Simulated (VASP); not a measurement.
The system is SnSbS2.

```
CELL_PARAMETERS angstrom
4.40735 0.00000 0.00000
-2.20367 3.81688 0.00000
0.00000 0.00000 5.67765
ATOMIC_POSITIONS crystal
Sn 0.00000 0.00000 0.00000
Sb 0.00000 0.00000 0.50000
S 0.33333 0.66667 0.21033
S 0.66667 0.33333 0.78967
```

| Quantity | Value |
| --- | --- |
| Program | VASP 6.6.1 |
| Task | relaxation of cell and atoms |
| Functional | PBE |
| Potentials or basis | VASP PAW PBE potentials, release 64 (Sn_d, Sb, S) |
| Cutoff | 600 eV |
| k mesh | 6 × 6 × 4 |
| Occupations | gaussian, width 0.1 eV |
| Spin | no spin polarisation |

At the start: pressure 5.8 GPa; volume 23.88 Å³/atom.

Question: Where does the relaxation end?

Answer: Over 17 steps the energy falls by 275.3 meV/atom and the volume is 24.27 Å³/atom (+1.6 %); space group P-3m1 (No. 164, to 0.05 Å).

Step by step:
| step | energy change (eV) | largest force (eV/Å) | pressure (GPa) | volume (Å³) |
| --- | --- | --- | --- | --- |
| 1 | 0.0000 | 1.5363 | 5.83 | 95.51 |
| 2 | -0.4182 | 1.1813 | -2.18 | 107.94 |
| 3 | -0.4223 | 1.1435 | -2.78 | 109.33 |
| 4 | -0.6870 | 0.9032 | -2.02 | 106.65 |
| 5 | -0.9165 | 0.3321 | -0.19 | 102.61 |
| 6 | -0.5971 | 1.2807 | 7.28 | 94.02 |
| 7 | -0.9484 | 0.0814 | 1.15 | 100.57 |
| 8 | -0.9487 | 0.0471 | 1.01 | 100.75 |
| 9 | -0.9627 | 0.1120 | -0.51 | 103.46 |
| 10 | -0.9628 | 0.1092 | -0.39 | 103.27 |
| 11 | -0.9713 | 0.1178 | -0.32 | 102.90 |
| 12 | -0.9781 | 0.1208 | -0.20 | 102.37 |
| 13 | -0.9927 | 0.0865 | 0.00 | 101.16 |
| 14 | -1.0882 | 0.0422 | -0.08 | 98.23 |
| 15 | -0.7120 | 0.2433 | 0.81 | 90.51 |
| 16 | -1.1000 | 0.0041 | -0.06 | 97.43 |
| 17 | -1.1013 | 0.0122 | -0.04 | 97.07 |

Final structure:
```
Sn Sb S
1.0
     3.80448    0.00000    0.00000
    -1.90224    3.29478    0.00000
     0.00000    0.00000    7.74423
Sn Sb S
1 1 2
Direct
  0.00000 0.00000 0.00000
  0.00000 0.00000 0.50000
  0.33333 0.66667 0.26885
  0.66667 0.33333 0.73115
```
